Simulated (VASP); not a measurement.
Input of a VASP 6.6.1 run:

The input INCAR:

```
SYSTEM = CdSi2
PREC = Accurate
ENCUT = 520
EDIFF = 1E-6
ISMEAR = 0
SIGMA = 0.1
LREAL = .FALSE.
LASPH = .TRUE.
NELM = 100
ALGO = Fast
ISIF = 2
LWAVE = .FALSE.
LCHARG = .TRUE.
GGA = PE
LELF = .TRUE.
LVHAR = .TRUE.
NBANDS = 29
```

File KPOINTS:

```
Automatic mesh
0
G
  6 6 2
  0 0 0
```

The input POSCAR:

```
CdSi2
1.0
    3.4262854600      0.0000000000      0.0000000000
   -1.7131427300      2.9672502500      0.0000000000
    0.0000000000      0.0000000000      8.8128631600
Cd Si
2 4
Direct
    0.3333333300      0.6666666700      0.2500000000
    0.6666666700      0.3333333300      0.7500000000
    0.3333333300      0.6666666700      0.9520462800
    0.6666666700      0.3333333300      0.0479537200
    0.6666666700      0.3333333300      0.4520462800
    0.3333333300      0.6666666700      0.5479537200
```

Potentials or basis: VASP PAW PBE potentials, release 64 (Cd, Si).

The run is started by

```console
$ cat potpaw_PBE.64/Cd/POTCAR potpaw_PBE.64/Si/POTCAR > POTCAR
$ mpirun -np 1 vasp_std > vasp.out
```

**Question.** Estimate the largest force.

**Answer.** 2.162 eV/Å.

**Question.** Predict the pressure.

**Answer.** 48.0 GPa.

**Question.** Predict the band gap on the k mesh.

**Answer.** Zero (bands 20 and 21 overlap by 3.19 eV).

Forces on the atoms (eV/Å):
```
Cd   0.000  0.000  0.000
Cd   0.000  0.000  0.000
Si   0.000  0.000 -2.162
Si   0.000  0.000  2.162
Si   0.000  0.000 -2.162
Si   0.000  0.000  2.162
```

Caveat: the stress differs along the axes, from 45 to 55 GPa; forces of over 1 eV/Å act on the atoms, so gaps and moduli don't describe the material at rest.
